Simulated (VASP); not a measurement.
# SrScH6 (Pm-3) in VASP: a series of runs

Runs on SrScH6. Level: PBE. Tasks: relaxation of cell and atoms, single point.

All numbers are computed with VASP 6.6.1; they aren't measurements. Logs are shortened: lines on timing, memory, paths and dates and some standing lists are left out, and cuts for length are marked.

**1. The cell of the first run**

The structure is cubic, space group Pm-3 (No. 200). Conventional cell: a = 4.343 Å, b = 4.343 Å, c = 4.343 Å, α = 90.00°, β = 90.00°, γ = 90.00°. Sr (site symmetry m-3) has 12 H at 2.42 Å within 3.2 Å. Sc (site symmetry m-3) has 12 H at 2.43 Å within 3.2 Å. Within 2.9 Å of H (site symmetry mm2) lie 10 H at 2.16 to 2.66 Å and 2 Sr at 2.42 Å and 2 Sc at 2.43 Å.

The cell was generated, and may not be a known phase.

**2. Relaxation of cell and atoms, PBE**

The input, INCAR:

```
PREC = Accurate
ENCUT = 600
EDIFF = 1E-6
ISMEAR = 0
SIGMA = 0.1
LREAL = F
LASPH = T
NELM = 100
ALGO = Normal
ISIF = 3
LWAVE = F
LCHARG = F
GGA = PE
IBRION = 2
NSW = 90
EDIFFG = -0.04
```

The input, KPOINTS:

```
regular mesh
0
Gamma
  4 4 4
```

The input, POSCAR:

```
SrScH6
1.0
    4.3430163700      0.0000000000      0.0000000000
    0.0000000000      4.3430163700      0.0000000000
    0.0000000000      0.0000000000      4.3430163700
Sr Sc H
1 1 6
Direct
    0.0000000000      0.0000000000      0.0000000000
    0.5000000000      0.5000000000      0.5000000000
    0.0000000000      0.5000000000      0.7517597100
    0.5000000000      0.2482402900      0.0000000000
    0.7517597100      0.0000000000      0.5000000000
    0.0000000000      0.5000000000      0.2482402900
    0.5000000000      0.7517597100      0.0000000000
    0.2482402900      0.0000000000      0.5000000000
```

Potentials or basis: VASP PAW PBE potentials, release 64 (Sr_sv, Sc_sv, H).

Run with:

```bash
cat potpaw_PBE.64/Sr_sv/POTCAR potpaw_PBE.64/Sc_sv/POTCAR potpaw_PBE.64/H/POTCAR > POTCAR
mpirun -np 1 vasp_std > vasp.out
```

OUTCAR:

```text
PREC = Accurate
   ENCUT = 600
   EDIFF = 1E-6
   ISMEAR = 0
   LREAL = F
   LASPH = T
   NELM = 100
   ISIF = 3
   GGA = PE
   IBRION = 2
   NSW = 90
   EDIFFG = -0.04

 ion  position               nearest neighbor table
   1  0.000  0.000  0.000-   3 2.42   4 2.42   5 2.42   6 2.42   7 2.42   8 2.42   5 2.42   8 2.42
                             3 2.42   6 2.42   4 2.42   7 2.42   2 3.76   2 3.76   2 3.76   2 3.76
   2  0.500  0.500  0.500-   1 3.76   1 3.76   1 3.76   1 3.76   1 3.76   1 3.76   1 3.76   1 3.76

   3  0.000  0.500  0.752-   1 2.42   1 2.42
   4  0.500  0.248  0.000-   1 2.42   1 2.42
   5  0.752  0.000  0.500-   1 2.42   1 2.42
   6  0.000  0.500  0.248-   1 2.42   1 2.42
   7  0.500  0.752  0.000-   1 2.42   1 2.42
   8  0.248  0.000  0.500-   1 2.42   1 2.42

  LATTYP: Found a simple cubic cell.
 ALAT       =     4.3430163700

  Lattice vectors:

 A1 = (   4.3430163700,   0.0000000000,   0.0000000000)
 A2 = (   0.0000000000,   4.3430163700,   0.0000000000)
 A3 = (   0.0000000000,   0.0000000000,   4.3430163700)

Analysis of symmetry for initial positions (statically):
=====================================================================
 Subroutine PRICEL returns:
 Original cell was already a primitive cell.

 Routine SETGRP: Setting up the symmetry group for a
 simple cubic supercell.

 Subroutine GETGRP returns: Found 24 space group operations
 (whereof 24 operations were pure point group operations)
 out of a pool of 48 trial point group operations.

The static configuration has the point symmetry T_h .

Analysis of symmetry for dynamics (positions and initial velocities):
=====================================================================
 Subroutine PRICEL returns:
 Original cell was already a primitive cell.

 Routine SETGRP: Setting up the symmetry group for a
 simple cubic supercell.

 Subroutine GETGRP returns: Found 24 space group operations
 (whereof 24 operations were pure point group operations)
 out of a pool of 48 trial point group operations.

The dynamic configuration has the point symmetry T_h .

 Subroutine INISYM returns: Found 24 space group operations
 (whereof 24 operations are pure point group operations),
 and found     1 'primitive' translations

----------------------------------------------------------------------------------------

                                     Primitive cell

  volume of cell :      81.9171

  direct lattice vectors                    reciprocal lattice vectors
     4.343016370  0.000000000  0.000000000     0.230254716  0.000000000  0.000000000
     0.000000000  4.343016370  0.000000000     0.000000000  0.230254716  0.000000000
     0.000000000  0.000000000  4.343016370     0.000000000  0.000000000  0.230254716

  length of vectors
     4.343016370  4.343016370  4.343016370     0.230254716  0.230254716  0.230254716

  position of ions in fractional coordinates (direct lattice)
     0.000000000  0.000000000  0.000000000
     0.500000000  0.500000000  0.500000000
     0.000000000  0.500000000  0.751759710
     0.500000000  0.248240290  0.000000000
     0.751759710  0.000000000  0.500000000
     0.000000000  0.500000000  0.248240290
     0.500000000  0.751759710  0.000000000
     0.248240290  0.000000000  0.500000000

  ion indices of the primitive-cell ions
   primitive index   ion index
                 1           1
                 2           2
                 3           3
                 4           4
                 5           5
                 6           6
                 7           7
                 8           8

----------------------------------------------------------------------------------------

 KPOINTS: regular mesh

Automatic generation of k-mesh.
 Grid dimensions read from file:
 generate k-points for:    4    4    4

 Generating k-lattice:

  Cartesian coordinates                     Fractional coordinates (reciprocal lattice)
     0.057563679  0.000000000  0.000000000     0.250000000  0.000000000  0.000000000
     0.000000000  0.057563679  0.000000000     0.000000000  0.250000000  0.000000000
     0.000000000  0.000000000  0.057563679     0.000000000  0.000000000  0.250000000

  Length of vectors
     0.057563679  0.057563679  0.057563679

  Shift w.r.t. Gamma in fractional coordinates (k-lattice)
     0.000000000  0.000000000  0.000000000

 Subroutine IBZKPT returns following result:
 ===========================================

 Found     11 irreducible k-points:

 Following reciprocal coordinates:
            Coordinates               Weight
  0.000000  0.000000  0.000000      1.000000
  0.250000  0.000000  0.000000      6.000000
  0.500000  0.000000  0.000000      3.000000
  0.250000  0.250000  0.000000     12.000000
  0.500000  0.250000  0.000000      6.000000
 -0.250000  0.500000  0.000000      6.000000
  0.500000  0.500000  0.000000      3.000000
  0.250000  0.250000  0.250000      8.000000
  0.500000  0.250000  0.250000     12.000000
  0.500000  0.500000  0.250000      6.000000
  0.500000  0.500000  0.500000      1.000000
   k-points           NKPTS =     11   k-points in BZ     NKDIM =     11   number of bands    NBANDS=     18
   number of dos      NEDOS =    301   number of ions     NIONS =      8
   total plane-waves  NPLWV =  46656
   dimension x,y,z NGX =    36 NGY =   36 NGZ =   36
   dimension x,y,z NGXF=    72 NGYF=   72 NGZF=   72
   ions per type =               1   1   6
   NGX,Y,Z   is equivalent  to a cutoff of  13.78, 13.78, 13.78 a.u.
   NGXF,Y,Z  is equivalent  to a cutoff of  27.56, 27.56, 27.56 a.u.
 SYSTEM =  unknown system
   PREC   = accura    normal or accurate (medium, high low for compatibility)
   ISTART =      0    job   : 0-new  1-cont  2-samecut
   ICHARG =      2    charge: 1-file 2-atom 10-const
   ISPIN  =      1    spin polarized calculation?
   LNONCOLLINEAR =      F non collinear calculations
   LSORBIT =      F    spin-orbit coupling
   LASPH  =      T    aspherical Exc in radial PAW
   ENCUT  =  600.0 eV  44.10 Ry    6.64 a.u.   8.67  8.67  8.67*2*pi/ulx,y,z
   NELM   =    100;   NELMIN=  2; NELMDL= -5     # of ELM steps
   EDIFF  = 0.1E-05   stopping-criterion for ELM
   LREAL  =      F    real-space projection
   EDIFFG = -.4E-01   stopping-criterion for IOM
   NSW    =     90    number of steps for IOM
   IBRION =      2    ionic relax: 0-MD 1-quasi-New 2-CG
   NFREE  =      1    steps in history (QN), initial steepest desc. (CG)
   ISIF   =      3    stress and relaxation
   ISYM   =      2    0-nonsym 1-usesym 2-fastsym
   POTIM  = 0.5000    time-step for ionic-motion
   TEBEG  =    0.0;   TEEND  =   0.0 temperature during run
   PSTRESS=    0.0 pullay stress
   NELECT =      27.0000    total number of electrons
   NUPDOWN=      -1.0000    fix difference up-down
   EMIN   =  10.00;   EMAX   =-10.00  energy-range for DOS
   EFERMI =   0.00;   METHOD = LEGACY
   ISMEAR =     0;   SIGMA  =   0.10  broadening in eV -4-tet -1-fermi 0-gaus
   EFERMI_NEDOS =   21; number of points for ismear=-14 and -15
   IALGO  =     38    algorithm
   IMIX   =      4    mixing-type and parameters
     AMIX     =   0.40;   BMIX     =  1.00
     AMIX_MAG =   1.60;   BMIX_MAG =  1.00
  volume/ion in A,a.u.               =      10.24        69.10
  Fermi-wavevector in a.u.,A,eV,Ry     =   1.130849  2.136995 17.399395  1.278819
  Thomas-Fermi vector in A             =   2.267547
   LORBIT       =      0    0 simple, 1 ext, 2 COOP (PROOUT), +10 PAW based schemes
   GGA     = PE    functional components
   LHFCALC =     F    Hartree Fock is set to
   AEXX    =    0.0000 exact exchange contribution
   IVDW    =     0    specifies the selected vdW correction
   LEPSILON=     F    determine dielectric tensor
   LRPA    =     F    only Hartree local field effects (RPA)
 conjugate gradient relaxation of ions
 non-spin polarized calculation
 Gauss-broadening in eV      SIGMA  =   0.10
  energy-cutoff  :      600.00
  volume of cell :       81.92
 maximum number of plane-waves:      2800
 NGX is ok and might be reduce to    36
   NGX = 17   NGY = 17   NGZ = 17

--------------------------------------- Ionic step        1  -------------------------------------------

 number of electron      26.9999999 magnetization

 Free energy of the ion-electron system (eV)
  ---------------------------------------------------
  ext. energy  EPLUGINS =         0.00000000
  ---------------------------------------------------
  free energy    TOTEN  =       -28.43364938 eV

  energy without entropy =      -28.41540622  energy(sigma->0) =      -28.42452780

------------------------ aborting loop because EDIFF is reached ----------------------------------------

  FORCE on cell =-STRESS in cart. coord.  units (eV):
  Direction    XX          YY          ZZ          XY          YZ          ZX
  --------------------------------------------------------------------------------------
  -------------------------------------------------------------------------------------
  Total       -3.3632230     -3.3632230     -3.3632230      0.0000000      0.0000000     -0.0000000
  in kB      -65.7796944    -65.7796944    -65.7796944      0.0000000      0.0000000     -0.0000000
  external PRESSURE =     -65.7796944 kB  Pullay stress =       0.0000000 kB
[... 27 lines left out ...]
  energy  without entropy=      -28.4154062181  energy(sigma->0) =      -28.42452780

--------------------------------------- Ionic step        2  -------------------------------------------

 number of electron      27.0000000 magnetization

 E-fermi :   1.0947     XC(G=0):  -9.6777

 val. band max:        1.0321334549   @ k =   0.2500   0.0000   0.0000
 cond. band min:       1.1470571016   @ k =  -0.2500   0.5000   0.0000
 fundamental gap:      0.1149236467
 Fermi energy:         1.0946932221

 k-point     1 :       0.0000    0.0000    0.0000
  band No.  band energies     occupation
      1     -48.3197      2.00000
      2     -31.4996      2.00000
      3     -26.8759      2.00000
      4     -26.8759      2.00000
      5     -26.8759      2.00000
      6     -13.6295      2.00000
[... 10 lines left out ...]
     17       3.4320      0.00000
     18       4.5696      0.00000
[... 415 lines left out ...]
  energy  without entropy=      -28.9652828825  energy(sigma->0) =      -28.97353771

--------------------------------------- Ionic step        7  -------------------------------------------

 number of electron      26.9999998 magnetization

 E-fermi :   1.9361     XC(G=0): -10.0078

 val. band max:        1.8942576856   @ k =   0.2500   0.0000   0.0000
 cond. band min:       1.9862154327   @ k =  -0.2500   0.5000   0.0000
 fundamental gap:      0.0919577470
 Fermi energy:         1.9360874809

 k-point     1 :       0.0000    0.0000    0.0000
  band No.  band energies     occupation
      1     -47.1062      2.00000
      2     -31.0487      2.00000
      3     -25.7096      2.00000
      4     -25.7096      2.00000
      5     -25.7096      2.00000
      6     -13.1693      2.00000
[... 10 lines left out ...]
     17       4.3111      0.00000
     18       5.9218      0.00000
[... 247 lines left out ...]
  energy  without entropy=      -28.9659689219  energy(sigma->0) =      -28.97413623

--------------------------------------- Ionic step        8  -------------------------------------------

 number of electron      26.9999996 magnetization

 Free energy of the ion-electron system (eV)
  ---------------------------------------------------
  ext. energy  EPLUGINS =         0.00000000
  ---------------------------------------------------
  free energy    TOTEN  =       -28.98670912 eV

  energy without entropy =      -28.97012715  energy(sigma->0) =      -28.97841813

 E-fermi :   1.8186     XC(G=0):  -9.9305

 val. band max:        1.7761139376   @ k =   0.2500   0.0000   0.0000
 cond. band min:       1.8702543149   @ k =  -0.2500   0.5000   0.0000
 fundamental gap:      0.0941403773
 Fermi energy:         1.8186264602

 k-point     1 :       0.0000    0.0000    0.0000
  band No.  band energies     occupation
      1     -47.2833      2.00000
      2     -31.1945      2.00000
      3     -25.8810      2.00000
      4     -25.8810      2.00000
      5     -25.8810      2.00000
      6     -13.3084      2.00000
[... 10 lines left out ...]
     17       4.1717      0.00000
     18       5.7576      0.00000
[... 243 lines left out ...]
  FREE ENERGIE OF THE ION-ELECTRON SYSTEM (eV)
  ---------------------------------------------------
  free  energy   TOTEN  =       -28.9867091209 eV

  energy  without entropy=      -28.9701271488  energy(sigma->0) =      -28.97841813

 reached required accuracy - stopping structural energy minimisation
```

Run time: 97 s. Hardware: 1 thread of Intel Xeon Platinum 8488C (Sapphire Rapids), shared host; peak memory 0.23 GiB.

Results:

* Free energy: -28.9867 eV
* Relaxed volume: 9.00 Å³/atom
* Relaxed cell: a = 4.160 Å, b = 4.160 Å, c = 4.160 Å, α = 90.00°, β = 90.00°, γ = 90.00°
* Space group after relaxing (to 0.1 Å): Pm-3 (No. 200)
* Energy gained by relaxing: 69.1 meV/atom
* Ionic steps: 8
* Pressure after relaxing: -0.1 GPa
* Largest force after relaxing: 0.005 eV/Å
* Band gap on the k mesh: zero (an odd number of electrons rules out a gap without spin polarisation)

Forces on the atoms (eV/Å):
```
Sr   0.000  0.000  0.000
Sc   0.000  0.000  0.000
H    0.000  0.000 -0.005
H    0.000  0.005  0.000
H   -0.005  0.000  0.000
H    0.000  0.000  0.005
H    0.000 -0.005  0.000
H    0.005  0.000  0.000
```

Step by step:
| step | energy change (eV) | largest force (eV/Å) | pressure (GPa) | volume (Å³) |
| --- | --- | --- | --- | --- |
| 1 | 0.0000 | 0.4901 | -6.58 | 81.92 |
| 2 | -0.2279 | 0.4725 | -3.77 | 77.03 |
| 3 | -0.3680 | 0.4323 | 1.63 | 70.54 |
| 4 | -0.3688 | 0.4267 | 2.35 | 69.85 |
| 5 | -0.4504 | 0.3182 | 1.98 | 70.06 |
| 6 | -0.5481 | 0.0311 | 1.15 | 70.67 |
| 7 | -0.5487 | 0.0067 | 1.19 | 70.63 |
| 8 | -0.5531 | 0.0053 | -0.14 | 71.99 |

Final structure:
```cif
data_structure
_symmetry_space_group_name_H-M 'P 1'
_symmetry_Int_Tables_number 1
_cell_length_a 4.1599
_cell_length_b 4.1599
_cell_length_c 4.1599
_cell_angle_alpha 90.000
_cell_angle_beta 90.000
_cell_angle_gamma 90.000
_cell_volume 71.99
loop_
_atom_site_label
_atom_site_type_symbol
_atom_site_fract_x
_atom_site_fract_y
_atom_site_fract_z
_atom_site_occupancy
Sr1 Sr 0.00000 0.00000 0.00000 1
Sc1 Sc 0.50000 0.50000 0.50000 1
H1 H 0.00000 0.50000 0.70623 1
H2 H 0.50000 0.29377 0.00000 1
H3 H 0.70623 0.00000 0.50000 1
H4 H 0.00000 0.50000 0.29377 1
H5 H 0.50000 0.70623 0.00000 1
H6 H 0.29377 0.00000 0.50000 1
```

Caveat: the k points lie up to 0.38 Å⁻¹ apart in the final cell, too coarse for converged energies and pressures of a metal; an odd number of electrons without spin polarisation forces a metal; a magnetic or distorted state may lie lower.

[end of part 1 of 2]

The gap in the log of VASP goes by the Fermi energy; the results here count the filled bands.